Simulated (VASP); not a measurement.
# InP2N3 (C2/m) in VASP: a series of runs

InP2N3 is run at these levels: PBE; tasks: single point.

Everything below comes from runs of VASP 6.6.1. Logs are shortened: lines on timing, memory, paths and dates and some standing lists are left out, and cuts for length are marked.

## 1. The cell of the first run

Symmetry: C2/m, No. 12, monoclinic system. The conventional cell has a = 6.720 Å, b = 3.132 Å, c = 7.816 Å, α = 90.00°, β = 104.84°, γ = 90.00°. Within 3.0 Å of In (site symmetry 2/m) lie 6 N at 2.28 to 2.50 Å. P (site symmetry m) has 3 N at 1.63 to 2.04 Å within 2.2 Å. N (site symmetry 2/m) has 4 P at 2.04 Å within 2.7 Å. N (site symmetry m) has 1 P at 1.63 Å within 2.2 Å.

## 2. Single point, PBE

INCAR reads:

```
SYSTEM = InP2N3
ALGO = Normal ; EDIFF = 1E-6
ENCUT = 520 ; GGA = PE
ISIF = 2 ; ISMEAR = 0
LASPH = .True. ; LCHARG = .False.
LREAL = .False. ; LWAVE = .False.
NBANDS = 28 ; NELM = 60
PREC = Accurate ; SIGMA = 0.1
```

KPOINTS reads:

```
k-points
0
Gamma
  6 6 2
  0 0 0
```

POSCAR reads:

```
InP2N3
1.0
    3.3362351012     -1.5658298283      0.4004912837
    3.3362351012      1.5658298283      0.4004912837
    1.0868627153      0.0000000000      7.7403195925
In P N
1 2 3
Direct
    0.5000000000      0.5000000000      0.5000000000
    0.0454257457      0.0454257457      0.1529293735
    0.9545742543      0.9545742543      0.8470706265
    0.5000000000      0.5000000000      0.0000000000
    0.1257392086      0.1257392086      0.6568715997
    0.8742607914      0.8742607914      0.3431284003
```

Potentials or basis: VASP PAW PBE potentials, release 64 (In_d, P, N).

Launch:

```sh
> cat potpaw_PBE.64/In_d/POTCAR potpaw_PBE.64/P/POTCAR potpaw_PBE.64/N/POTCAR > POTCAR
> mpirun -np 1 vasp_std > vasp.out
```

OUTCAR:

```text
SYSTEM = InP2N3
   EDIFF = 1E-6
   ENCUT = 520
   GGA = PE
   ISIF = 2
   ISMEAR = 0
   LASPH = .True.
   LREAL = .False.
   NELM = 60
   PREC = Accurate

 ion  position               nearest neighbor table
   1  0.500  0.500  0.500-   5 2.28   5 2.28   6 2.28   6 2.28   5 2.50   6 2.50   3 3.08   2 3.08
                             3 3.08   2 3.08
   2  0.045  0.045  0.153-   6 1.63   4 2.04   4 2.04   3 2.61   1 3.08   1 3.08
   3  0.955  0.955  0.847-   5 1.63   4 2.04   4 2.04   2 2.61   1 3.08   1 3.08
   4  0.500  0.500  0.000-   2 2.04   2 2.04   3 2.04   3 2.04
   5  0.126  0.126  0.657-   3 1.63   1 2.28   1 2.28   1 2.50
   6  0.874  0.874  0.343-   2 1.63   1 2.28   1 2.28   1 2.50

  LATTYP: Found a base centered monoclinic cell.
 ALAT       =     6.7203743702
 B/A-ratio  =     0.4659948217
 C/A-ratio  =     1.1630681592
 COS(beta)  =    -0.2560897407

  Lattice vectors:

 A1 = (  -3.3362351012,   1.5658298283,  -0.4004912837)
 A2 = (  -3.3362351012,  -1.5658298283,  -0.4004912837)
 A3 = (   1.0868627153,   0.0000000000,   7.7403195925)

Analysis of symmetry for initial positions (statically):
=====================================================================
 Subroutine PRICEL returns:
 Original cell was already a primitive cell.

 Routine SETGRP: Setting up the symmetry group for a
 base centered monoclinic supercell.

 Subroutine GETGRP returns: Found  4 space group operations
 (whereof  4 operations were pure point group operations)
 out of a pool of  4 trial point group operations.

The static configuration has the point symmetry C_2h.

Analysis of symmetry for dynamics (positions and initial velocities):
=====================================================================
 Subroutine PRICEL returns:
 Original cell was already a primitive cell.

 Routine SETGRP: Setting up the symmetry group for a
 base centered monoclinic supercell.

 Subroutine GETGRP returns: Found  4 space group operations
 (whereof  4 operations were pure point group operations)
 out of a pool of  4 trial point group operations.

The dynamic configuration has the point symmetry C_2h.

 Subroutine INISYM returns: Found  4 space group operations
 (whereof  4 operations are pure point group operations),
 and found     1 'primitive' translations

[... 103 lines left out ...]
   LREAL  =      F    real-space projection
   EDIFFG = 0.1E-04   stopping-criterion for IOM
   NSW    =      0    number of steps for IOM
   IBRION =     -1    ionic relax: 0-MD 1-quasi-New 2-CG
   NFREE  =      0    steps in history (QN), initial steepest desc. (CG)
   ISIF   =      2    stress and relaxation
   ISYM   =      2    0-nonsym 1-usesym 2-fastsym
   POTIM  = 0.5000    time-step for ionic-motion
   TEBEG  =    0.0;   TEEND  =   0.0 temperature during run
   PSTRESS=    0.0 pullay stress
   NELECT =      38.0000    total number of electrons
   NUPDOWN=      -1.0000    fix difference up-down
   EMIN   =  10.00;   EMAX   =-10.00  energy-range for DOS
   EFERMI =   0.00;   METHOD = LEGACY
   ISMEAR =     0;   SIGMA  =   0.10  broadening in eV -4-tet -1-fermi 0-gaus
   EFERMI_NEDOS =   21; number of points for ismear=-14 and -15
   IALGO  =     38    algorithm
   IMIX   =      4    mixing-type and parameters
     AMIX     =   0.40;   BMIX     =  1.00
     AMIX_MAG =   1.60;   BMIX_MAG =  1.00
  volume/ion in A,a.u.               =      13.25        89.42
  Fermi-wavevector in a.u.,A,eV,Ry     =   1.279971  2.418795 22.290790  1.638327
  Thomas-Fermi vector in A             =   2.412426
   LORBIT       =      0    0 simple, 1 ext, 2 COOP (PROOUT), +10 PAW based schemes
   GGA     = PE    functional components
   LHFCALC =     F    Hartree Fock is set to
   AEXX    =    0.0000 exact exchange contribution
   IVDW    =     0    specifies the selected vdW correction
   LEPSILON=     F    determine dielectric tensor
   LRPA    =     F    only Hartree local field effects (RPA)
 non-spin polarized calculation
 Gauss-broadening in eV      SIGMA  =   0.10
  energy-cutoff  :      520.00
  volume of cell :       79.51
 maximum number of plane-waves:      2160
   NGX = 13   NGY = 13   NGZ = 29

 number of electron      38.0000007 magnetization

 Free energy of the ion-electron system (eV)
  ---------------------------------------------------
  ext. energy  EPLUGINS =         0.00000000
  ---------------------------------------------------
  free energy    TOTEN  =       -34.94690735 eV

  energy without entropy =      -34.94424817  energy(sigma->0) =      -34.94557776

 E-fermi :   7.3849     XC(G=0): -10.8292

 val. band max:        7.3788921846   @ k =   0.5000   0.5000   0.5000
 cond. band min:       7.4342086856   @ k =   0.3333   0.3333   0.5000
 fundamental gap:      0.0553165010
 Fermi energy:         7.3848971038

 k-point     1 :       0.0000    0.0000    0.0000
  band No.  band energies     occupation
      1     -11.0276      2.00000
      2      -9.5644      2.00000
      3      -8.9169      2.00000
      4      -7.7973      2.00000
      5      -7.6379      2.00000
      6      -7.5295      2.00000
[... 733 lines left out ...]
     27      14.0697      0.00000
     28      15.3395      0.00000

 [... further k-points ...]

------------------------ aborting loop because EDIFF is reached ----------------------------------------

  FORCE on cell =-STRESS in cart. coord.  units (eV):
  Direction    XX          YY          ZZ          XY          YZ          ZX
  --------------------------------------------------------------------------------------
  -------------------------------------------------------------------------------------
  Total       -0.0408514      0.0343589     -0.1850222      0.0000000      0.0000000      0.1526315
  in kB       -0.8232088      0.6923759     -3.7284393      0.0000000      0.0000000      3.0757251
  external PRESSURE =      -1.2864240 kB  Pullay stress =       0.0000000 kB

 VOLUME and BASIS-vectors are now :
 -----------------------------------------------------------------------------
  energy-cutoff  :      520.00
  volume of cell :       79.51
      direct lattice vectors                 reciprocal lattice vectors
     3.336235101 -1.565829828  0.400491284     0.152439033 -0.319319501 -0.021404840
     3.336235101  1.565829828  0.400491284     0.152439033  0.319319501 -0.021404840
     1.086862715  0.000000000  7.740319592    -0.015774673  0.000000000  0.131408644

 POSITION                                       TOTAL-FORCE (eV/Angst)
 -----------------------------------------------------------------------------------
      3.87967      0.00000      4.27065         0.000000      0.000000      0.000000
      0.46932      0.00000      1.22011        -0.082296      0.000000      0.048772
      7.29002      0.00000      7.32119         0.082296      0.000000     -0.048772
      3.33624      0.00000      0.40049         0.000000      0.000000      0.000000
      1.55292      0.00000      5.18511        -0.060185      0.000000      0.105424
      6.20641      0.00000      3.35619         0.060185      0.000000     -0.105424
 -----------------------------------------------------------------------------------
    total drift:                                0.000000      0.000000      0.000000

  FREE ENERGIE OF THE ION-ELECTRON SYSTEM (eV)
  ---------------------------------------------------
  free  energy   TOTEN  =       -34.9469073542 eV

  energy  without entropy=      -34.9442481708  energy(sigma->0) =      -34.94557776
```

OSZICAR:

```text
N       E                     dE             d eps       ncg     rms          rms(c)
DAV:   1     0.322507610180E+03    0.32251E+03   -0.18066E+04  1464   0.151E+03
DAV:   2     0.310919425754E+01   -0.31940E+03   -0.30084E+03  1568   0.391E+02
DAV:   3    -0.382409192545E+02   -0.41350E+02   -0.39961E+02  1840   0.131E+02
DAV:   4    -0.400350604315E+02   -0.17941E+01   -0.17807E+01  1880   0.284E+01
DAV:   5    -0.400854693857E+02   -0.50409E-01   -0.50334E-01  2024   0.494E+00    0.188E+01
DAV:   6    -0.349730284943E+02    0.51124E+01   -0.19859E+01  2140   0.393E+01    0.107E+01
DAV:   7    -0.349844285113E+02   -0.11400E-01   -0.23382E+00  1600   0.971E+00    0.468E+00
DAV:   8    -0.349578326721E+02    0.26596E-01   -0.28203E-01  1988   0.325E+00    0.170E+00
DAV:   9    -0.349469106548E+02    0.10922E-01   -0.50531E-02  2176   0.202E+00    0.520E-01
DAV:  10    -0.349468294902E+02    0.81165E-04   -0.91304E-03  1724   0.707E-01    0.274E-01
DAV:  11    -0.349469102443E+02   -0.80754E-04   -0.23902E-03  1988   0.361E-01    0.135E-01
DAV:  12    -0.349469225948E+02   -0.12351E-04   -0.42186E-04  2128   0.165E-01    0.382E-02
DAV:  13    -0.349469068509E+02    0.15744E-04   -0.97862E-05  1820   0.644E-02    0.150E-02
DAV:  14    -0.349469074009E+02   -0.54995E-06   -0.12311E-05  1656   0.232E-02    0.523E-03
DAV:  15    -0.349469073542E+02    0.46637E-07   -0.14656E-06  1052   0.117E-02
   1 F= -.34946907E+02 E0= -.34945578E+02  d E =-.265918E-02
```

stdout:

```text
POSCAR found type information on POSCAR InP N
 POSCAR found :  3 types and       6 ions
 scaLAPACK will be used
 LDA part: xc-table for (Slater+PW92), standard interpolation
 POSCAR, INCAR and KPOINTS ok, starting setup
 FFT: planning ... GRIDC
 FFT: planning ... GRID_SOFT
 FFT: planning ... GRID
 WAVECAR not read
 entering main loop
```

It took 52 s on 1 thread of Intel Xeon Platinum 8375C at 2.90GHz (Ice Lake), shared host; peak memory 0.23 GiB.

What came out:

```
Free energy            : -34.9469 eV
Pressure               : -0.1 GPa
Largest force          : 0.121 eV/Å
Band gap on the k mesh : zero (band 19 reaches 7.54 eV, above the bottom of band 20 at 6.58 eV)
```

Forces on the atoms (eV/Å):
```
In   0.000  0.000  0.000
P   -0.082  0.000  0.049
P    0.082  0.000 -0.049
N    0.000  0.000  0.000
N   -0.060  0.000  0.105
N    0.060  0.000 -0.105
```

Caveat: the k points lie up to 0.42 Å⁻¹ apart; spin-orbit coupling is left out, which moves the levels of the heavy elements.

## 3. Single point, PBE

INCAR reads:

```
SYSTEM = InP2N3
ALGO = Normal ; EDIFF = 1E-6
ENCUT = 910 ; GGA = PE
GGA_COMPAT = .False. ; ISIF = 2
ISMEAR = 0 ; LASPH = .True.
LCHARG = .False. ; LREAL = .False.
LWAVE = .False. ; NBANDS = 28
NELM = 120 ; PREC = Accurate
SIGMA = 0.1
```

KPOINTS is that of step 2.

POSCAR is that of step 2.

Potentials or basis: VASP PAW PBE potentials, release 64 (In_d, P, N_h).

Launch:

```sh
> cat potpaw_PBE.64/In_d/POTCAR potpaw_PBE.64/P/POTCAR potpaw_PBE.64/N_h/POTCAR > POTCAR
> mpirun -np 1 vasp_std > vasp.out
```

It took 2.3 min on 1 thread of Intel Xeon Platinum 8375C at 2.90GHz (Ice Lake), shared host; peak memory 0.38 GiB.

It converged, with:

| Quantity | Value |
| --- | --- |
| Free energy | -34.9839 eV |
| Pressure | -0.3 GPa |
| Largest force | 0.142 eV/Å |
| Band gap on the k mesh | zero (band 19 reaches 7.80 eV, above the bottom of band 20 at 6.84 eV) |

Forces on the atoms (eV/Å):
```
In   0.000  0.000  0.000
P   -0.094  0.000  0.063
P    0.094  0.000 -0.063
N    0.000  0.000  0.000
N   -0.072  0.000  0.122
N    0.072  0.000 -0.122
```

Stress tensor (GPa, compression positive):
```
-0.15  0.00  0.36
 0.00 -0.05  0.00
 0.36  0.00 -0.59
```

Levels at points of the mesh, in eV from the Fermi level:
| k point | band 15 | band 16 | band 17 | band 18 | band 19 | band 20 | band 21 | band 22 | band 23 | band 24 |
| --- | --- | --- | --- | --- | --- | --- | --- | --- | --- | --- |
| (0.00, 0.00, 0.00) | -3.22 | -2.31 | -2.17 | -2.02 | -1.32 | -0.44 | 1.30 | 2.56 | 2.60 | 5.44 |
| (0.50, 0.00, 0.00) | -4.02 | -3.74 | -2.82 | -2.80 | -0.46 | 0.81 | 1.28 | 2.55 | 2.66 | 5.19 |
| (0.50, 0.50, 0.00) | -3.10 | -2.82 | -2.68 | -2.38 | -1.19 | 0.80 | 2.89 | 3.09 | 4.68 | 5.26 |
| (0.00, 0.00, 0.50) | -3.31 | -2.70 | -2.48 | -1.78 | -1.00 | -0.80 | 1.97 | 2.65 | 3.28 | 4.54 |
| (0.50, 0.00, 0.50) | -4.15 | -3.60 | -3.51 | -2.68 | -0.19 | 0.22 | 1.52 | 2.73 | 3.70 | 4.25 |
| (0.50, 0.50, 0.50) | -3.86 | -3.54 | -3.36 | -1.73 | -0.01 | 0.67 | 2.67 | 2.91 | 4.22 | 4.93 |

Caveat: the k points lie up to 0.42 Å⁻¹ apart; the cutoff is under 1.25 times the usual one of these potentials, so pressure, stress and relaxed cells hold a basis-set (Pulay) error; spin-orbit coupling is left out, which moves the levels of the heavy elements.
